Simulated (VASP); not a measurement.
# SiC in VASP: notebook, part 2 of 2

VASP 6.6.1. The steps go on from the part before.

**4. Single point, PBE (uniaxial x strain -1.3%)**

File INCAR:

```
  ALGO = Normal
  EDIFF = 1E-7
  ENCUT = 520
  GGA = PE
  ISIF = 2
  ISMEAR = -1
  LASPH = T
  LCHARG = F
  LREAL = F
  LWAVE = F
  NBANDS = 16
  NELM = 60
  PREC = Accurate
  SIGMA = 0.02
```

File KPOINTS:

```
k-points
0
Gamma
  12 12 6
```

File POSCAR:

```
SiC
1.0
    3.0344540134      0.0000000000      0.0000000000
   -1.5172270067      2.6633366395      0.0000000000
    0.0000000000      0.0000000000      5.0481081077
Si C
2 2
Direct
    0.3334856034      0.6669712068     -0.0000632231
    0.6665143966      0.3330287932      0.4999367769
    0.3344087808      0.6688175616      0.3750632231
    0.6655912192      0.3311824384      0.8750632231
```

Potentials or basis: VASP PAW PBE potentials, release 64 (Si, C).

Command:

```sh
$ cat potpaw_PBE.64/Si/POTCAR potpaw_PBE.64/C/POTCAR > POTCAR
$ mpirun -np 1 vasp_std > vasp.out
```

OUTCAR:

```text
EDIFF = 1E-7
   ENCUT = 520
   GGA = PE
   ISIF = 2
   ISMEAR = -1
   LASPH = T
   LREAL = F
   NELM = 60
   PREC = Accurate

 ion  position               nearest neighbor table
   1  0.333  0.667  1.000-   4 1.87   4 1.87   4 1.88   3 1.89   2 3.08   2 3.08   2 3.08   2 3.08
                             2 3.09   2 3.09
   2  0.667  0.333  0.500-   3 1.87   3 1.87   3 1.88   4 1.89   1 3.08   1 3.08   1 3.08   1 3.08
                             1 3.09   1 3.09
   3  0.334  0.669  0.375-   2 1.87   2 1.87   2 1.88   1 1.89
   4  0.666  0.331  0.875-   1 1.87   1 1.87   1 1.88   2 1.89

  LATTYP: Found a base centered orthorhombic cell.
 ALAT       =     3.0344540134
 B/A-ratio  =     1.7553975956
 C/A-ratio  =     1.6635968400

  Lattice vectors:

 A1 = (   1.5172270067,  -2.6633366395,   0.0000000000)
 A2 = (   1.5172270067,   2.6633366395,   0.0000000000)
 A3 = (   0.0000000000,   0.0000000000,   5.0481081077)

Analysis of symmetry for initial positions (statically):
=====================================================================
 Subroutine PRICEL returns:
 Original cell was already a primitive cell.

 Routine SETGRP: Setting up the symmetry group for a
 base centered orthorhombic supercell.

 Subroutine GETGRP returns: Found  4 space group operations
 (whereof  2 operations were pure point group operations)
 out of a pool of  8 trial point group operations.

The static configuration has the point symmetry C_1h.
 The point group associated with its full space group is C_2v.

Analysis of symmetry for dynamics (positions and initial velocities):
=====================================================================
 Subroutine PRICEL returns:
 Original cell was already a primitive cell.

 Routine SETGRP: Setting up the symmetry group for a
 base centered orthorhombic supercell.

 Subroutine GETGRP returns: Found  4 space group operations
 (whereof  2 operations were pure point group operations)
 out of a pool of  8 trial point group operations.

The dynamic configuration has the point symmetry C_1h.
 The point group associated with its full space group is C_2v.

 Subroutine INISYM returns: Found  4 space group operations
 (whereof  2 operations are pure point group operations),
 and found     1 'primitive' translations

----------------------------------------------------------------------------------------

                                     Primitive cell

  volume of cell :      40.7977

  direct lattice vectors                    reciprocal lattice vectors
     3.034454013  0.000000000  0.000000000     0.329548576  0.187734435  0.000000000
    -1.517227007  2.663336640  0.000000000     0.000000000  0.375468871  0.000000000
     0.000000000  0.000000000  5.048108108     0.000000000  0.000000000  0.198094014

  length of vectors
     3.034454013  3.065181862  5.048108108     0.379270988  0.375468871  0.198094014

  position of ions in fractional coordinates (direct lattice)
     0.333485603  0.666971207  0.999936777
     0.666514397  0.333028793  0.499936777
     0.334408781  0.668817562  0.375063223
     0.665591219  0.331182438  0.875063223

  ion indices of the primitive-cell ions
   primitive index   ion index
                 1           1
                 2           2
                 3           3
                 4           4

----------------------------------------------------------------------------------------

 KPOINTS: k-points

Automatic generation of k-mesh.
 Grid dimensions read from file:
 generate k-points for:   12   12    6

 Generating k-lattice:

  Cartesian coordinates                     Fractional coordinates (reciprocal lattice)
     0.027462381  0.015644536  0.000000000     0.083333333 -0.000000000  0.000000000
     0.000000000  0.031289073  0.000000000     0.000000000  0.083333333  0.000000000
     0.000000000  0.000000000  0.033015669     0.000000000  0.000000000  0.166666667

  Length of vectors
     0.031605916  0.031289073  0.033015669

  Shift w.r.t. Gamma in fractional coordinates (k-lattice)
     0.000000000  0.000000000  0.000000000

 Subroutine IBZKPT returns following result:
 ===========================================

 Found    172 irreducible k-points:

 Following reciprocal coordinates:
            Coordinates               Weight
  0.000000  0.000000  0.000000      1.000000
  0.083333 -0.000000  0.000000      4.000000
  0.166667 -0.000000  0.000000      4.000000
  0.250000 -0.000000  0.000000      4.000000
  0.333333 -0.000000  0.000000      4.000000
  0.416667 -0.000000  0.000000      4.000000
[... 16 lines left out ...]
  0.333333  0.166667  0.000000      4.000000
  0.416667  0.166667  0.000000      4.000000
 [... further k-points ...]
   k-points           NKPTS =    172   k-points in BZ     NKDIM =    172   number of bands    NBANDS=     16
   number of dos      NEDOS =    301   number of ions     NIONS =      4
   total plane-waves  NPLWV =  23040
   dimension x,y,z NGX =    24 NGY =   24 NGZ =   40
   dimension x,y,z NGXF=    48 NGYF=   48 NGZF=   80
   ions per type =               2   2
   NGX,Y,Z   is equivalent  to a cutoff of  13.15, 13.02, 13.17 a.u.
   NGXF,Y,Z  is equivalent  to a cutoff of  26.30, 26.03, 26.35 a.u.
 SYSTEM =  unknown system
   PREC   = accura    normal or accurate (medium, high low for compatibility)
   ISTART =      0    job   : 0-new  1-cont  2-samecut
   ICHARG =      2    charge: 1-file 2-atom 10-const
   ISPIN  =      1    spin polarized calculation?
   LNONCOLLINEAR =      F non collinear calculations
   LSORBIT =      F    spin-orbit coupling
   LASPH  =      T    aspherical Exc in radial PAW
   ENCUT  =  520.0 eV  38.22 Ry    6.18 a.u.   5.64  5.70  9.39*2*pi/ulx,y,z
   NELM   =     60;   NELMIN=  2; NELMDL= -5     # of ELM steps
   EDIFF  = 0.1E-06   stopping-criterion for ELM
   LREAL  =      F    real-space projection
   EDIFFG = 0.1E-05   stopping-criterion for IOM
   NSW    =      0    number of steps for IOM
   IBRION =     -1    ionic relax: 0-MD 1-quasi-New 2-CG
   NFREE  =      0    steps in history (QN), initial steepest desc. (CG)
   ISIF   =      2    stress and relaxation
   ISYM   =      2    0-nonsym 1-usesym 2-fastsym
   POTIM  = 0.5000    time-step for ionic-motion
   TEBEG  =    0.0;   TEEND  =   0.0 temperature during run
   PSTRESS=    0.0 pullay stress
   NELECT =      16.0000    total number of electrons
   NUPDOWN=      -1.0000    fix difference up-down
   EMIN   =  10.00;   EMAX   =-10.00  energy-range for DOS
   EFERMI =   0.00;   METHOD = LEGACY
   ISMEAR =    -1;   SIGMA  =   0.02  broadening in eV -4-tet -1-fermi 0-gaus
   EFERMI_NEDOS =   21; number of points for ismear=-14 and -15
   IALGO  =     38    algorithm
   IMIX   =      4    mixing-type and parameters
     AMIX     =   0.40;   BMIX     =  1.00
     AMIX_MAG =   1.60;   BMIX_MAG =  1.00
  volume/ion in A,a.u.               =      10.20        68.83
  Fermi-wavevector in a.u.,A,eV,Ry     =   1.198312  2.264480 19.537293  1.435951
  Thomas-Fermi vector in A             =   2.334204
   LORBIT       =      0    0 simple, 1 ext, 2 COOP (PROOUT), +10 PAW based schemes
   GGA     = PE    functional components
   LHFCALC =     F    Hartree Fock is set to
   AEXX    =    0.0000 exact exchange contribution
   IVDW    =     0    specifies the selected vdW correction
   LEPSILON=     F    determine dielectric tensor
   LRPA    =     F    only Hartree local field effects (RPA)
 non-spin polarized calculation
  energy-cutoff  :      520.00
  volume of cell :       40.80
 maximum number of plane-waves:      1112
   NGX = 11   NGY = 11   NGZ = 19

 number of electron      15.9999999 magnetization

 Free energy of the ion-electron system (eV)
  ---------------------------------------------------
  ext. energy  EPLUGINS =         0.00000000
  ---------------------------------------------------
  free energy    TOTEN  =       -30.07894634 eV

  energy without entropy =      -30.07894634  energy(sigma->0) =      -30.07894634

 E-fermi :   8.8750     XC(G=0): -11.4114

 val. band max:        8.4964396211   @ k =   0.0000   0.0000   0.0000
 cond. band min:      10.6338847429   @ k =   0.3333   0.3333   0.0000
 fundamental gap:      2.1374451218
 Fermi energy:         8.8749882109

 k-point     1 :       0.0000    0.0000    0.0000
  band No.  band energies     occupation
      1      -7.2626      2.00000
      2      -3.6961      2.00000
      3      -0.3824      2.00000
      4       7.0648      2.00000
      5       7.2229      2.00000
      6       8.2562      2.00000
[... 433 lines left out ...]
      3       0.9729      2.00000
      4       2.2683      2.00000
      5       2.9886      2.00000
      6       3.7104      2.00000
[... 8 lines left out ...]
     15      19.2515      0.00000
     16      20.8403      0.00000

 [... further k-points ...]
[... 5 lines left out ...]
  --------------------------------------------------------------------------------------
  -------------------------------------------------------------------------------------
  Total        2.7055575      1.2875768      1.0436508      0.0000000      0.0000000      0.0000000
  in kB      106.2507693     50.5648206     40.9855261      0.0000000      0.0000000      0.0000000
  external PRESSURE =      65.9337053 kB  Pullay stress =       0.0000000 kB

 VOLUME and BASIS-vectors are now :
 -----------------------------------------------------------------------------
  energy-cutoff  :      520.00
  volume of cell :       40.80
      direct lattice vectors                 reciprocal lattice vectors
     3.034454013  0.000000000  0.000000000     0.329548576  0.187734435  0.000000000
    -1.517227007  2.663336640  0.000000000     0.000000000  0.375468871  0.000000000
     0.000000000  0.000000000  5.048108108     0.000000000  0.000000000  0.198094014

 POSITION                                       TOTAL-FORCE (eV/Angst)
 -----------------------------------------------------------------------------------
      0.00000      1.77637      5.04779         0.000000      0.005717      0.012155
      1.51723      0.88697      2.52373        -0.000000     -0.005717      0.012155
     -0.00000      1.78129      1.89336         0.000000      0.008482     -0.012155
      1.51723      0.88205      4.41741        -0.000000     -0.008482     -0.012155
 -----------------------------------------------------------------------------------
    total drift:                               -0.000000      0.000000     -0.000081

  FREE ENERGIE OF THE ION-ELECTRON SYSTEM (eV)
  ---------------------------------------------------
  free  energy   TOTEN  =       -30.0789463437 eV

  energy  without entropy=      -30.0789463437  energy(sigma->0) =      -30.07894634
```

stdout:

```text
POSCAR found type information on POSCAR SiC
 POSCAR found :  2 types and       4 ions
 scaLAPACK will be used
 LDA part: xc-table for (Slater+PW92), standard interpolation
 POSCAR, INCAR and KPOINTS ok, starting setup
 FFT: planning ... GRIDC
 FFT: planning ... GRID_SOFT
 FFT: planning ... GRID
 WAVECAR not read
 entering main loop
```

Wall time 32 s (1 thread of Intel Xeon 6975P-C (Granite Rapids), shared host); peak memory 0.22 GiB.

Results:

| Item | Value |
| --- | --- |
| Free energy | -30.0789 eV |
| Pressure | 6.6 GPa |
| Largest force | 0.015 eV/Å |
| Band gap on the k mesh | 2.14 eV, indirect (least direct gap 4.02 eV) |

Forces on the atoms (eV/Å):
```
Si   0.000  0.006  0.012
Si   0.000 -0.006  0.012
C    0.000  0.008 -0.012
C    0.000 -0.008 -0.012
```

Stress tensor (GPa, compression positive):
```
10.63  0.00  0.00
 0.00  5.06  0.00
 0.00  0.00  4.10
```

Levels at points of the mesh, in eV from the valence-band top:
```csv
k point,band 6,band 7,band 8,band 9,band 10,band 11
"(0.00, 0.00, 0.00)",-0.24,-0.12,0.00,4.94,6.15,6.64
"(0.50, 0.00, 0.00)",-3.46,-3.38,-1.33,2.69,4.07,6.83
"(0.00, 0.50, 0.00)",-3.45,-3.25,-1.16,2.95,4.18,7.08
"(0.00, 0.00, 0.50)",-0.83,-0.69,-0.69,6.00,6.00,7.33
"(0.50, 0.00, 0.50)",-2.58,-2.45,-2.45,3.18,3.18,5.19
"(0.00, 0.50, 0.50)",-2.48,-2.39,-2.39,3.27,3.27,5.28
```

Caveat: the cell differs from its parent crystal (uniaxial x strain -1.3%).

**5. Single point, r2SCAN (uniaxial x strain -1.3%)**

POSCAR is that of step 4.

File INCAR.step1:

```
SYSTEM = SiC
ALGO = Normal ; EDIFF = 1E-4
ENCUT = 520 ; GGA = PE
ISMEAR = 0 ; LASPH = .True.
LCHARG = .False. ; LREAL = .False.
LWAVE = .True. ; NBANDS = 16
NELM = 60 ; PREC = Accurate
SIGMA = 0.01
```

File INCAR.step2:

```
SYSTEM = SiC
ALGO = Normal ; EDIFF = 1E-6
ENCUT = 520 ; ISIF = 2
ISMEAR = 0 ; ISTART = 1
LASPH = .True. ; LCHARG = .False.
LMIXTAU = .True. ; LREAL = .False.
LWAVE = .False. ; METAGGA = R2SCAN
NBANDS = 16 ; NELM = 60
PREC = Accurate ; SIGMA = 0.01
```

File KPOINTS:

```
k-points
0
Gamma
  12 12 6
  0 0 0
```

Command:

```sh
$ cat potpaw_PBE.64/Si/POTCAR potpaw_PBE.64/C/POTCAR > POTCAR
$ cp INCAR.step1 INCAR
$ mpirun -np 1 vasp_std > vasp.out
$ cp INCAR.step2 INCAR
$ mpirun -np 1 vasp_std > vasp.out
```

It took 1.9 min on 1 thread of Intel Xeon 6975P-C (Granite Rapids), shared host; peak memory 0.23 GiB.

It converged, with:

```yaml
Free_energy: -38.6259 eV
Pressure: 3.0 GPa
Band_gap_on_the_k_mesh: 2.52 eV, indirect (least direct gap 4.54 eV)
```

Forces on the atoms (eV/Å):
```
Si   0.000 -0.003  0.002
Si   0.000  0.003  0.002
C    0.000 -0.001 -0.002
C    0.000  0.001 -0.002
```

Stress tensor (GPa, compression positive):
```
7.17 0.00 0.00
0.00 1.26 0.00
0.00 0.00 0.48
```

Levels at points of the mesh, in eV from the valence-band top:
| k point | band 6 | band 7 | band 8 | band 9 | band 10 | band 11 |
| --- | --- | --- | --- | --- | --- | --- |
| (0.00, 0.00, 0.00) | -0.24 | -0.12 | 0.00 | 5.51 | 6.71 | 7.17 |
| (0.50, 0.00, 0.00) | -3.62 | -3.46 | -1.40 | 3.14 | 4.51 | 7.42 |
| (0.00, 0.50, 0.00) | -3.52 | -3.41 | -1.22 | 3.41 | 4.62 | 7.68 |
| (0.00, 0.00, 0.50) | -0.87 | -0.72 | -0.72 | 6.60 | 6.60 | 7.87 |
| (0.50, 0.00, 0.50) | -2.70 | -2.56 | -2.56 | 3.62 | 3.62 | 5.73 |
| (0.00, 0.50, 0.50) | -2.59 | -2.50 | -2.50 | 3.71 | 3.71 | 5.83 |

Caveat: the cell differs from its parent crystal (uniaxial x strain -1.3%); the PAW data sets were made with another functional, which shifts forces and pressure a little.

**6. Overview**

| level | cell | smearing | gap on the mesh (eV) | pressure (GPa) | largest force (eV/Å) |
| --- | --- | --- | --- | --- | --- |
| PBE | a = 3.075, b = 3.075, c = 4.923 Å, angles 90.0, 90.0, 120.0°, 4 atoms | fermi-dirac 0.02 eV | 2.29 | 9.4 | 0.03 |
| r2SCAN | a = 3.075, b = 3.075, c = 4.923 Å, angles 90.0, 90.0, 120.0°, 4 atoms | gaussian 0.01 eV | 2.69 | 5.7 | - |
| PBE | a = 3.034, b = 3.065, c = 5.048 Å, angles 90.0, 90.0, 119.7°, 4 atoms | fermi-dirac 0.02 eV | 2.14 | 6.6 | 0.01 |
| r2SCAN | a = 3.034, b = 3.065, c = 5.048 Å, angles 90.0, 90.0, 119.7°, 4 atoms | gaussian 0.01 eV | 2.52 | 3.0 | - |

Alike in all rows: task single point; potentials or basis VASP PAW PBE potentials, release 64 (Si, C); no spin polarisation; k mesh 12 × 12 × 6; cutoff (eV) 520.

Caveats: the PAW data sets were made with another functional, which shifts forces and pressure a little (some runs).

Absolute energies hang on the potentials; compare differences alone.
